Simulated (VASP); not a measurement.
Set up this calculation in VASP 6.6.1, as the native input.

```yaml
Task: single point
Functional: r2SCAN
Potentials_or_basis: VASP PAW PBE potentials, release 64 (Mg_sv, O)
Cutoff: 920 eV
k_mesh: 10 × 10 × 10
Occupations: fermi-dirac, width 0.02 eV
Spin: no spin polarisation
Dipole_correction: no
Further_INCAR_settings: ALGO = Normal; EDIFF = 1e-06; NBANDS = 15
```

MgO:

```
Mg O
1.0
     0.00000    2.10217    2.10217
     2.10217    0.00000    2.10217
     2.10217    2.10217    0.00000
Mg O
1 1
Direct
  0.00000 0.00000 0.00000
  0.50000 0.50000 0.50000
```

The input as run:

POSCAR

```
MgO
1.0
    0.0000000000      2.1021680189      2.1021680189
    2.1021680189      0.0000000000      2.1021680189
    2.1021680189      2.1021680189      0.0000000000
Mg O
1 1
Direct
    0.0000000000      0.0000000000      0.0000000000
    0.5000000000      0.5000000000      0.5000000000
```

INCAR.step1

```
SYSTEM = MgO
ALGO = Normal
EDIFF = 1E-5
ENCUT = 920
GGA = PE
GGA_COMPAT = .FALSE.
ISMEAR = -1
LASPH = .TRUE.
LCHARG = .FALSE.
LREAL = .FALSE.
LWAVE = .TRUE.
NBANDS = 15
NELM = 120
PREC = Accurate
SIGMA = 0.02
```

INCAR.step2

```
SYSTEM = MgO
ALGO = Normal
EDIFF = 1E-6
ENCUT = 920
GGA_COMPAT = .FALSE.
ISIF = 2
ISMEAR = -1
ISTART = 1
LASPH = .TRUE.
LCHARG = .FALSE.
LMIXTAU = .TRUE.
LREAL = .FALSE.
LWAVE = .FALSE.
METAGGA = R2SCAN
NBANDS = 15
NELM = 120
PREC = Accurate
SIGMA = 0.02
```

KPOINTS

```
k-points
0
G
  10 10 10
  0 0 0
```

Potentials or basis: VASP PAW PBE potentials, release 64 (Mg_sv, O).

Launch:

```bash
$ cat potpaw_PBE.64/Mg_sv/POTCAR potpaw_PBE.64/O/POTCAR > POTCAR
$ cp INCAR.step1 INCAR
$ mpirun -np 1 vasp_std > vasp.out
$ cp INCAR.step2 INCAR
$ mpirun -np 1 vasp_std > vasp.out
```

It gave:

```
Pressure               : 0.5 GPa
Band gap on the k mesh : 5.70 eV
```

Caveat: the PAW data sets were made with another functional, which shifts forces and pressure a little.

Wall time 85 s on 1 thread of Intel(R) Xeon(R) Platinum 8488C (Sapphire Rapids), on a shared host, peak memory 0.18 GiB.
